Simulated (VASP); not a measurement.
In, 2 atoms in the cell. The structure is hexagonal, space group P6_3/mmc (No. 194). Conventional cell: a = 2.508 Å, b = 2.508 Å, c = 4.062 Å, α = 90.00°, β = 90.00°, γ = 120.00°. In (site symmetry -6m2) has 12 In at 2.49 to 2.51 Å within 3.3 Å. This isn't the form of In at room conditions, which is tetragonal.

| Item | Value |
| --- | --- |
| Program | VASP 6.6.1 |
| Task | relaxation of cell and atoms |
| Functional | PBEsol |
| Potentials or basis | VASP PAW PBE potentials, release 64 (In_d) |
| Cutoff | 600 eV |
| k mesh | 18 × 18 × 10 |
| Occupations | fermi-dirac, width 0.05 eV |
| Spin | no spin polarisation |
| Target pressure | 320 GPa |
| Dipole correction | no |
| Further INCAR settings | ALGO = Normal; EDIFF = 1e-07; IBRION = 2; EDIFFG = -0.005; NSW = 60; ISIF = 3 |

Potentials or basis: VASP PAW PBE potentials, release 64 (In_d).

The run is started by

```sh
$ cat potpaw_PBE.64/In_d/POTCAR > POTCAR
$ mpirun -np 1 vasp_std > vasp.out
```

Hardware: 1 thread of AMD EPYC 7R13 Processor (Zen 3) (shared host).

**Question.** Estimate the wall time of this run.

**Answer.** Wall time 7.3 min on 1 thread of AMD EPYC 7R13 Processor (Zen 3), with other jobs on the host, peak memory 0.18 GiB. Counts: scf iterations 63, k points 222, ion steps 8.
